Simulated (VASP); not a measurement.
# W3S in VASP: a series of runs

W3S is run at these levels: PBE; tasks: single point.

Everything below comes from runs of VASP 6.6.1. Logs are shortened: lines on timing, memory, paths and dates and some standing lists are left out, and cuts for length are marked.

**1. The cell of the first run**

The cell holds a slab with vacuum, 4 atoms: a = 2.855 Å, b = 2.855 Å, c = 20.197 Å, α = 90.00°, β = 90.00°, γ = 120.00°.

**2. Single point, PBE**

File INCAR:

```
ALGO = Normal
DIPOL = 0.5 0.5 0.366
EDIFF = 1E-6
ENCUT = 520
GGA = PE
IDIPOL = 3
ISIF = 2
ISMEAR = 0
LASPH = T
LCHARG = T
LDIPOL = T
LELF = T
LREAL = F
LVACPOTAV = T
LVHAR = T
LWAVE = F
NBANDS = 32
NELM = 100
PREC = Accurate
SIGMA = 0.1
```

File KPOINTS:

```
k-points
0
Gamma
  9 9 1
```

File POSCAR:

```
W3S
1.0
    2.8545944806      0.0000000000      0.0000000000
   -1.4272972403      2.4721513377      0.0000000000
    0.0000000000      0.0000000000     20.1971108355
W S
3 1
Direct
    0.6666666667      0.3333333333      0.1980481284
    0.3333333333      0.6666666667      0.3143337982
    0.0000000000      0.0000000000      0.4306116309
    0.1666666667      0.6666666667      0.5218959931
```

Potentials or basis: VASP PAW PBE potentials, release 64 (W_sv, S).

Run with:

```bash
cat potpaw_PBE.64/W_sv/POTCAR potpaw_PBE.64/S/POTCAR > POTCAR
mpirun -np 1 vasp_std > vasp.out
```

OUTCAR:

```text
EDIFF = 1E-6
   ENCUT = 520
   GGA = PE
   ISIF = 2
   ISMEAR = 0
   LASPH = T
   LREAL = F
   NELM = 100
   PREC = Accurate

 ion  position               nearest neighbor table
   1  0.667  0.333  0.198-   2 2.87   2 2.87   2 2.87
   2  0.333  0.667  0.314-   3 2.87   3 2.87   3 2.87   1 2.87   1 2.87   1 2.87
   3  0.000  0.000  0.431-   4 2.23   4 2.52   4 2.77   2 2.87   2 2.87   2 2.87
   4  0.167  0.667  0.522-   3 2.23   3 2.52   3 2.77

  LATTYP: Found a hexagonal cell.
 ALAT       =     2.8545944806
 C/A-ratio  =     7.0752994770

  Lattice vectors:

 A1 = (   2.8545944806,   0.0000000000,   0.0000000000)
 A2 = (  -1.4272972403,   2.4721513377,   0.0000000000)
 A3 = (   0.0000000000,   0.0000000000,  20.1971108355)

Analysis of symmetry for initial positions (statically):
=====================================================================
 Subroutine PRICEL returns:
 Original cell was already a primitive cell.

 Routine SETGRP: Setting up the symmetry group for a
 hexagonal supercell.

 Subroutine GETGRP returns: Found  1 space group operations
 (whereof  1 operations were pure point group operations)
 out of a pool of 24 trial point group operations.

The static configuration has the point symmetry C_1 .

Analysis of symmetry for dynamics (positions and initial velocities):
=====================================================================
 Subroutine PRICEL returns:
 Original cell was already a primitive cell.

 Routine SETGRP: Setting up the symmetry group for a
 hexagonal supercell.

 Subroutine GETGRP returns: Found  1 space group operations
 (whereof  1 operations were pure point group operations)
 out of a pool of 24 trial point group operations.

The dynamic configuration has the point symmetry C_1 .

 Subroutine INISYM returns: Found  1 space group operations
 (whereof  1 operations are pure point group operations),
 and found     1 'primitive' translations

----------------------------------------------------------------------------------------

                                     Primitive cell

  volume of cell :     142.5308

  direct lattice vectors                    reciprocal lattice vectors
     2.854594481  0.000000000  0.000000000     0.350312455  0.202252990  0.000000000
    -1.427297240  2.472151338  0.000000000     0.000000000  0.404505980  0.000000000
     0.000000000  0.000000000 20.197110835     0.000000000  0.000000000  0.049512032

  length of vectors
     2.854594481  2.854594481 20.197110835     0.404505980  0.404505980  0.049512032
[... 85 lines left out ...]
   EDIFF  = 0.1E-05   stopping-criterion for ELM
   LREAL  =      F    real-space projection
   EDIFFG = 0.1E-04   stopping-criterion for IOM
   NSW    =      0    number of steps for IOM
   IBRION =     -1    ionic relax: 0-MD 1-quasi-New 2-CG
   NFREE  =      0    steps in history (QN), initial steepest desc. (CG)
   ISIF   =      2    stress and relaxation
   ISYM   =      2    0-nonsym 1-usesym 2-fastsym
   POTIM  = 0.5000    time-step for ionic-motion
   TEBEG  =    0.0;   TEEND  =   0.0 temperature during run
   PSTRESS=    0.0 pullay stress
   NELECT =      48.0000    total number of electrons
   NUPDOWN=      -1.0000    fix difference up-down
   EMIN   =  10.00;   EMAX   =-10.00  energy-range for DOS
   EFERMI =   0.00;   METHOD = LEGACY
   ISMEAR =     0;   SIGMA  =   0.10  broadening in eV -4-tet -1-fermi 0-gaus
   EFERMI_NEDOS =   21; number of points for ismear=-14 and -15
   IALGO  =     38    algorithm
   IMIX   =      4    mixing-type and parameters
     AMIX     =   0.40;   BMIX     =  1.00
     AMIX_MAG =   1.60;   BMIX_MAG =  1.00
  volume/ion in A,a.u.               =      35.63       240.46
  Fermi-wavevector in a.u.,A,eV,Ry     =   1.138988  2.152374 17.650740  1.297293
  Thomas-Fermi vector in A             =   2.275692
   LORBIT       =      0    0 simple, 1 ext, 2 COOP (PROOUT), +10 PAW based schemes
   GGA     = PE    functional components
   LHFCALC =     F    Hartree Fock is set to
   AEXX    =    0.0000 exact exchange contribution
   IVDW    =     0    specifies the selected vdW correction
   LEPSILON=     F    determine dielectric tensor
   LRPA    =     F    only Hartree local field effects (RPA)
 non-spin polarized calculation
 Gauss-broadening in eV      SIGMA  =   0.10
  energy-cutoff  :      520.00
  volume of cell :      142.53
 maximum number of plane-waves:      3867
 NGX is ok and might be reduce to    24
   NGX = 11   NGY = 11   NGZ = 75

 dipolmoment           0.000000      0.000000      0.064236 electrons x Angstroem

 number of electron      48.0000001 magnetization

 dipolmoment           0.000000      0.000000     -0.018085 electrons x Angstroem

 Free energy of the ion-electron system (eV)
  ---------------------------------------------------
  ext. energy  EPLUGINS =         0.00000000
  ---------------------------------------------------
  free energy    TOTEN  =       -40.51201646 eV

  energy without entropy =      -40.49147468  energy(sigma->0) =      -40.50174557

 E-fermi :   1.9031     XC(G=0):  -6.6128

 val. band max:        1.8966140476   @ k =   0.0000   0.2222   0.0000
 cond. band min:       1.9149737558   @ k =  -0.2222   0.1111   0.0000
 fundamental gap:      0.0183597082
 Fermi energy:         1.9031182377

 k-point     1 :       0.0000    0.0000    0.0000
  band No.  band energies     occupation
      1     -72.0857      2.00000
      2     -71.8827      2.00000
      3     -71.8337      2.00000
      4     -36.6649      2.00000
      5     -36.3172      2.00000
      6     -35.8870      2.00000
[... 829 lines left out ...]
     31       6.3343      0.00000
     32       7.1859      0.00000

 [... further k-points ...]
[... 5 lines left out ...]
  --------------------------------------------------------------------------------------
  -------------------------------------------------------------------------------------
  Total        0.4709912      0.0089395      0.9203975     -0.5590441     -1.7690652      4.7449970
  in kB        5.2943746      0.1004882     10.3461143     -6.2841695    -19.8859207     53.3381314
  external PRESSURE =       5.2469924 kB  Pullay stress =       0.0000000 kB

 VOLUME and BASIS-vectors are now :
 -----------------------------------------------------------------------------
  energy-cutoff  :      520.00
  volume of cell :      142.53
      direct lattice vectors                 reciprocal lattice vectors
     2.854594481  0.000000000  0.000000000     0.350312455  0.202252990  0.000000000
    -1.427297240  2.472151338  0.000000000     0.000000000  0.404505980  0.000000000
     0.000000000  0.000000000 20.197110835     0.000000000  0.000000000  0.049512032

 POSITION                                       TOTAL-FORCE (eV/Angst)
 -----------------------------------------------------------------------------------
      1.42730      0.82405      4.00000        -0.010370      0.032720     -0.211552
     -0.00000      1.64810      6.34863        -0.221435      0.092293      0.019289
      0.00000      0.00000      8.69711        -2.033466      0.633591      0.184018
     -0.47577      1.64810     10.54079         2.265271     -0.758604      0.008244
 -----------------------------------------------------------------------------------
    total drift:                                0.000060     -0.000005      0.000160

  FREE ENERGIE OF THE ION-ELECTRON SYSTEM (eV)
  ---------------------------------------------------
  free  energy   TOTEN  =       -40.5120164564 eV

  energy  without entropy=      -40.4914746805  energy(sigma->0) =      -40.50174557

 vacuum level on the upper side and lower side of the slab         6.598         7.060
```

stdout:

```text
POSCAR found type information on POSCAR W S
 POSCAR found :  2 types and       4 ions
 scaLAPACK will be used
 LDA part: xc-table for (Slater+PW92), standard interpolation
 POSCAR, INCAR and KPOINTS ok, starting setup
 FFT: planning ... GRIDC
 FFT: planning ... GRID_SOFT
 FFT: planning ... GRID
 WAVECAR not read
 entering main loop
 -----------------------------------------------------------------------------
|                                                                             |
|           W    W    AA    RRRRR   N    N  II  N    N   GGGG   !!!           |
|           W    W   A  A   R    R  NN   N  II  NN   N  G    G  !!!           |
|           W    W  A    A  R    R  N N  N  II  N N  N  G       !!!           |
|           W WW W  AAAAAA  RRRRR   N  N N  II  N  N N  G  GGG   !            |
|           WW  WW  A    A  R   R   N   NN  II  N   NN  G    G                |
|           W    W  A    A  R    R  N    N  II  N    N   GGGG   !!!           |
|                                                                             |
|     Did not find any points to average over, which means that no vacuum     |
|     field-free region was found. Please increase the size of  your cell     |
|     in the dimension of the dipole correction to obtain accurate            |
|     workfunction values.                                                    |
|                                                                             |
 -----------------------------------------------------------------------------
```

Run time: 3 min. Hardware: 1 thread of Intel Xeon 6975P-C (Granite Rapids), shared host; peak memory 0.34 GiB.

What came out:

```yaml
Free_energy: -40.5120 eV
Largest_force: 2.389 eV/Å
Band_gap_on_the_k_mesh: zero (band 24 reaches 2.33 eV, above the bottom of band 25 at 1.69 eV)
```

Forces in eV/Å, atoms in the order of the input:
```
W   -0.010  0.033 -0.212
W   -0.221  0.092  0.019
W   -2.033  0.634  0.184
S    2.265 -0.759  0.008
```

Caveat: spin-orbit coupling is left out, which moves the levels of the heavy elements.

**3. Single point, PBE**

File INCAR:

```
PREC     = Accurate       # precision mode
ENCUT    = 520            # plane-wave cutoff, eV
EDIFF    = 1E-7           # SCF threshold, eV
ISMEAR   = 0              # smearing method
SIGMA    = 0.1            # smearing width, eV
LREAL    = F              # projectors in reciprocal space
LASPH    = T              # aspherical terms in the spheres
NELM     = 100            # most SCF steps
ALGO     = Normal         # electronic algorithm
ISIF     = 2              # what is computed and relaxed
LWAVE    = F              # write WAVECAR
LCHARG   = T              # write CHGCAR
LDIPOL   = T            
IDIPOL   = 3            
DIPOL    = 0.5 0.5 0.366
GGA      = PE             # functional
LELF     = T              # ELF
LVHAR    = T            
LVACPOTAV= T            
NBANDS   = 32             # bands
```

File KPOINTS:

```
Automatic mesh
0
Gamma
  9 9 1
```

POSCAR: that of step 2 with these lines changed.

```diff
@@ -11,2 +11,2 @@
     0.0000000000      0.0000000000      0.4306116309
-    0.1666666667      0.6666666667      0.5218959931
+    0.5000000000      0.3333333333      0.5214615929
```

Potentials or basis: VASP PAW PBE potentials, release 64 (W_sv, S).

Run with:

```bash
cat potpaw_PBE.64/W_sv/POTCAR potpaw_PBE.64/S/POTCAR > POTCAR
mpirun -np 1 vasp_std > vasp.out
```

It took 2.7 min on 1 thread of Intel Xeon 6975P-C (Granite Rapids), shared host; peak memory 0.35 GiB.

The run converged. Its results:

- Free energy: -40.4517 eV
- Largest force: 2.408 eV/Å
- Band gap on the k mesh: zero (band 24 reaches 2.30 eV, above the bottom of band 25 at 1.92 eV)

Forces in eV/Å, atoms in the order of the input:
```
W   -0.033 -0.002 -0.268
W   -0.222  0.038 -0.055
W   -2.037 -0.773  0.297
S    2.293  0.737  0.026
```

Levels at points of the mesh, in eV from the Fermi level:
```tsv
k point	band 22	band 23	band 24	band 25	band 26	band 27
(0.00, 0.00, 0.00)	-0.73	-0.56	-0.08	-0.07	0.12	0.31
```

Caveat: spin-orbit coupling is left out, which moves the levels of the heavy elements.
